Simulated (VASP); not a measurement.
# Ir2Ru (P6_3/mmc) in VASP: further runs, part 2 of 2

VASP 6.6.1. The steps go on from the part before.

## Step 3: Single point, PBE, collinear spin, ferromagnetic start

This run uses another cell than the first one, of 14.33 Å³/atom.

INCAR reads:

```
ALGO = Normal
EDIFF = 1E-6
ENCUT = 520
GGA = PE
ISIF = 2
ISMEAR = 0
ISPIN = 2
LASPH = True
LCHARG = True
LELF = True
LMAXMIX = 4
LORBIT = 11
LREAL = False
LVHAR = True
LWAVE = False
MAGMOM = 1 1 1 1 1 1
NBANDS = 45
NELM = 150
PREC = Accurate
SIGMA = 0.1
```

KPOINTS reads:

```
k-points
0
Gamma
  6 6 2
```

POSCAR reads:

```
Ir2Ru
1.0
    2.7650778297      0.0000000000      0.0000000000
   -1.3825389149      2.3946276440      0.0000000000
    0.0000000000      0.0000000000     12.9820938032
Ru Ir
2 4
Direct
    0.3333333333      0.6666666667      0.2500000000
    0.6666666667      0.3333333333      0.7500000000
    0.3333333333      0.6666666667      0.9141501040
    0.3333333333      0.6666666667      0.5858498960
    0.6666666667      0.3333333333      0.0858498960
    0.6666666667      0.3333333333      0.4141501040
```

Potentials or basis: VASP PAW PBE potentials, release 64 (Ru_pv, Ir).

The run is started by

```bash
cat potpaw_PBE.64/Ru_pv/POTCAR potpaw_PBE.64/Ir/POTCAR > POTCAR
mpirun -np 1 vasp_std > vasp.out
```

It took 2 min on 1 thread of AMD EPYC 9R45 (Zen 5), shared host; peak memory 0.27 GiB.

The run converged. Its results:

- Free energy: -53.7469 eV
- Pressure: 0.3 GPa
- Largest force: 0.022 eV/Å
- Band gap on the k mesh: zero (filled and empty bands overlap)
- Net moment: 0.00 μB per cell
- Valence electrons inside the program's atomic spheres: Ru 12.60; Ir 8.33

Forces in eV/Å, atoms in the order of the input:
```
Ru   0.000  0.000  0.000
Ru   0.000  0.000  0.000
Ir   0.000  0.000 -0.022
Ir   0.000  0.000  0.022
Ir   0.000  0.000  0.022
Ir   0.000  0.000 -0.022
```

Levels at points of the mesh, in eV from the Fermi level:
Spin up:
```tsv
k point	band 31	band 32	band 33	band 34	band 35	band 36
(0.00, 0.00, 0.00)	-2.16	-0.90	-0.90	-0.84	-0.84	0.26
(0.50, 0.00, 0.00)	1.02	1.03	1.14	1.25	1.31	1.37
(0.00, 0.00, 0.50)	-1.71	-1.71	-0.80	-0.80	-0.06	-0.06
(0.50, 0.00, 0.50)	1.05	1.05	1.12	1.12	1.29	1.29
```
Spin down:
| k point | band 29 | band 30 | band 31 | band 32 | band 33 | band 34 | band 35 | band 36 | band 37 | band 38 |
| --- | --- | --- | --- | --- | --- | --- | --- | --- | --- | --- |
| (0.00, 0.00, 0.00) | -2.41 | -2.16 | -2.16 | -0.90 | -0.90 | -0.84 | -0.84 | 0.26 | 0.37 | 0.37 |
| (0.50, 0.00, 0.00) | 0.75 | 0.82 | 1.02 | 1.03 | 1.14 | 1.25 | 1.31 | 1.38 | 1.42 | 1.50 |
| (0.00, 0.00, 0.50) | -1.71 | -1.71 | -1.71 | -1.71 | -0.80 | -0.80 | -0.06 | -0.06 | -0.06 | -0.06 |
| (0.50, 0.00, 0.50) | 0.65 | 0.65 | 1.05 | 1.05 | 1.12 | 1.12 | 1.29 | 1.29 | 2.39 | 2.39 |

Caveat: the k points lie up to 0.44 Å⁻¹ apart, too coarse for converged energies and pressures of a metal; spin-orbit coupling is left out, which moves the levels of the heavy elements.

## Step 4: Single point, PBE

This run uses another cell than the first one, of 14.28 Å³/atom.

INCAR reads:

```
SYSTEM = Ir2Ru
ALGO = Fast
EDIFF = 1E-6
ENCUT = 520
GGA = PE
ISIF = 2
ISMEAR = 0
LASPH = .True.
LCHARG = .False.
LREAL = .False.
LWAVE = .False.
NBANDS = 41
NELM = 60
PREC = Accurate
SIGMA = 0.1
```

KPOINTS reads:

```
k-points
0
Gamma
  18 18 4
  0 0 0
```

POSCAR reads:

```
Ir2Ru
1.0
    2.7417677301      0.0000000000      0.0000000000
   -1.3708838651      2.3744405056      0.0000000000
    0.0000000000      0.0000000000     13.1582883808
Ru Ir
2 4
Direct
    0.3333333333      0.6666666667      0.2500000000
    0.6666666667      0.3333333333      0.7500000000
    0.3333333333      0.6666666667      0.9141055070
    0.3333333333      0.6666666667      0.5858944930
    0.6666666667      0.3333333333      0.0858944930
    0.6666666667      0.3333333333      0.4141055070
```

The run is started by

```bash
cat potpaw_PBE.64/Ru_pv/POTCAR potpaw_PBE.64/Ir/POTCAR > POTCAR
mpirun -np 1 vasp_std > vasp.out
```

Run time: 5 min. Hardware: 1 thread of AMD EPYC 9R45 (Zen 5), shared host; peak memory 0.39 GiB.

The run converged. Its results:

```yaml
Free_energy: -53.9386 eV
Pressure: 0.3 GPa
Largest_force: 0.022 eV/Å
Band_gap_on_the_k_mesh: zero (bands 32 and 33 overlap by 2.65 eV)
```

Forces on the atoms (eV/Å):
```
Ru   0.000  0.000  0.000
Ru   0.000  0.000  0.000
Ir   0.000  0.000 -0.022
Ir   0.000  0.000  0.022
Ir   0.000  0.000  0.022
Ir   0.000  0.000 -0.022
```

Levels at points of the mesh, in eV from the Fermi level:
```csv
k point,band 27,band 28,band 29,band 30,band 31,band 32,band 33,band 34,band 35,band 36
"(0.00, 0.00, 0.00)",-2.66,-2.64,-2.64,-2.12,-2.12,-0.98,-0.98,-0.94,-0.94,-0.08
"(0.50, 0.00, 0.00)",-0.30,0.45,0.64,0.77,0.92,0.96,1.02,1.23,1.23,1.29
"(0.00, 0.00, 0.50)",-2.73,-2.73,-1.73,-1.73,-1.73,-1.73,-1.10,-1.10,-0.21,-0.21
"(0.50, 0.00, 0.50)",-0.52,-0.52,0.56,0.56,0.94,0.94,1.01,1.01,1.30,1.30
```

Caveat: spin-orbit coupling is left out, which moves the levels of the heavy elements.

## Step 5: Single point, PBE

This run uses another cell than the first one, of 14.31 Å³/atom.

INCAR reads:

```
  PREC = Accurate
  ENCUT = 520
  EDIFF = 1E-6
  ISMEAR = -1
  SIGMA = 0.15
  LREAL = F
  LASPH = T
  NELM = 100
  ALGO = Fast
  ISIF = 2
  LWAVE = F
  LCHARG = T
  GGA = PE
  LELF = T
  LVHAR = T
  NBANDS = 41
```

KPOINTS reads:

```
Automatic mesh
0
Gamma
  18 18 4
```

POSCAR reads:

```
Ir2Ru
1.0
    2.7434019445      0.0000000000      0.0000000000
   -1.3717009723      2.3758557767      0.0000000000
    0.0000000000      0.0000000000     13.1719518431
Ru Ir
2 4
Direct
    0.3333333333      0.6666666667      0.2500000000
    0.6666666667      0.3333333333      0.7500000000
    0.3333333333      0.6666666667      0.9140540858
    0.3333333333      0.6666666667      0.5859459142
    0.6666666667      0.3333333333      0.0859459142
    0.6666666667      0.3333333333      0.4140540858
```

The run is started by

```bash
cat potpaw_PBE.64/Ru_pv/POTCAR potpaw_PBE.64/Ir/POTCAR > POTCAR
mpirun -np 1 vasp_std > vasp.out
```

Wall time 6.3 min (1 thread of AMD EPYC 9R45 (Zen 5), shared host); peak memory 0.39 GiB.

The run converged. Its results:

```
Free energy            : -54.1549 eV
Pressure               : 0.3 GPa
Largest force          : 0.022 eV/Å
Band gap on the k mesh : zero (bands 32 and 33 overlap by 2.65 eV)
```

Forces in eV/Å, atoms in the order of the input:
```
Ru   0.000  0.000  0.000
Ru   0.000  0.000  0.000
Ir   0.000  0.000 -0.022
Ir   0.000  0.000  0.022
Ir   0.000  0.000  0.022
Ir   0.000  0.000 -0.022
```

Levels at points of the mesh, in eV from the Fermi level:
| k point | band 27 | band 28 | band 29 | band 30 | band 31 | band 32 | band 33 | band 34 | band 35 | band 36 |
| --- | --- | --- | --- | --- | --- | --- | --- | --- | --- | --- |
| (0.00, 0.00, 0.00) | -2.64 | -2.61 | -2.61 | -2.09 | -2.09 | -0.95 | -0.95 | -0.91 | -0.91 | -0.07 |
| (0.50, 0.00, 0.00) | -0.27 | 0.47 | 0.66 | 0.79 | 0.94 | 0.98 | 1.04 | 1.24 | 1.25 | 1.30 |
| (0.00, 0.00, 0.50) | -2.70 | -2.70 | -1.70 | -1.70 | -1.70 | -1.70 | -1.08 | -1.08 | -0.19 | -0.19 |
| (0.50, 0.00, 0.50) | -0.50 | -0.50 | 0.58 | 0.58 | 0.96 | 0.96 | 1.03 | 1.03 | 1.32 | 1.32 |

Caveat: spin-orbit coupling is left out, which moves the levels of the heavy elements.

## Step 6: Summary

| task | spin | cell | k mesh | cutoff (eV) | smearing | gap on the mesh (eV) | pressure (GPa) | largest force (eV/Å) |
| --- | --- | --- | --- | --- | --- | --- | --- | --- |
| relaxation of cell and atoms | off | relaxed from a = 2.735, b = 2.735, c = 12.906 Å, angles 90.0, 90.0, 120.0°, 6 atoms, atomic positions A | 6 × 6 × 2 | 600 | gaussian 0.1 eV | - | -0.3 | 0.01 |
| single point | collinear, ferromagnetic start | a = 2.765, b = 2.765, c = 12.982 Å, angles 90.0, 90.0, 120.0°, 6 atoms, atomic positions B | 6 × 6 × 2 | 520 | gaussian 0.1 eV | none | 0.3 | 0.02 |
| single point | off | a = 2.742, b = 2.742, c = 13.158 Å, angles 90.0, 90.0, 120.0°, 6 atoms, atomic positions B | 18 × 18 × 4 | 520 | gaussian 0.1 eV | none | 0.3 | 0.02 |
| single point | off | a = 2.743, b = 2.743, c = 13.172 Å, angles 90.0, 90.0, 120.0°, 6 atoms, atomic positions B | 18 × 18 × 4 | 520 | fermi-dirac 0.15 eV | none | 0.3 | 0.02 |

Alike in all rows: level PBE; potentials or basis VASP PAW PBE potentials, release 64 (Ru_pv, Ir).

Caveats: some runs use coarse meshes; spin-orbit coupling is left out, which moves the levels of the heavy elements; the highest band is partly filled, so the run has too few bands (at least some runs).

Absolute energies hang on the potentials; compare differences alone.
